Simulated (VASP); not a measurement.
Set up this calculation in VASP 6.6.1, as the native input.

```
Task                   : single point
Functional             : PBEsol
Potentials or basis    : VASP PAW PBE potentials, release 64 (Ba_sv, S)
Cutoff                 : 520 eV
k mesh                 : 8 × 8 × 8
Occupations            : gaussian, width 0.01 eV
Spin                   : no spin polarisation
Dipole correction      : no
Further INCAR settings : ALGO = Normal; EDIFF = 1e-07; NBANDS = 15
```

The structure of BaS lies in POSCAR:

```
BaS
1.0
    0.0000000000      3.0461426837      3.0461426837
    3.0461426837      0.0000000000      3.0461426837
    3.0461426837      3.0461426837      0.0000000000
Ba S
1 1
Direct
    0.0000000000      0.0000000000      0.0000000000
    0.5000000000      0.5000000000      0.5000000000
```

These files were run (other wordings do the same):

INCAR

```
SYSTEM = BaS
  ALGO = Normal
  EDIFF = 1E-7
  ENCUT = 520
  GGA = PS
  ISIF = 2
  ISMEAR = 0
  LASPH = .TRUE.
  LCHARG = .TRUE.
  LELF = .TRUE.
  LREAL = .FALSE.
  LVHAR = .TRUE.
  LWAVE = .FALSE.
  NBANDS = 15
  NELM = 80
  PREC = Accurate
  SIGMA = 0.01
```

KPOINTS

```
k-points
0
G
  8 8 8
  0 0 0
```

Potentials or basis: VASP PAW PBE potentials, release 64 (Ba_sv, S).

The run is started by

```sh
$ cat potpaw_PBE.64/Ba_sv/POTCAR potpaw_PBE.64/S/POTCAR > POTCAR
$ mpirun -np 1 vasp_std > vasp.out
```

It gave:

The pressure is 8.0 GPa. The band gap on the k mesh is 1.66 eV, indirect (least direct gap 1.70 eV).

Caveat: the PAW data sets were made with another functional, which shifts forces and pressure a little; spin-orbit coupling is left out, which moves the levels of the heavy elements.

Run time: 22 s on 1 thread of AMD EPYC 7R43 64-Core Processor (Zen 3), on a shared host, peak memory 0.15 GiB.
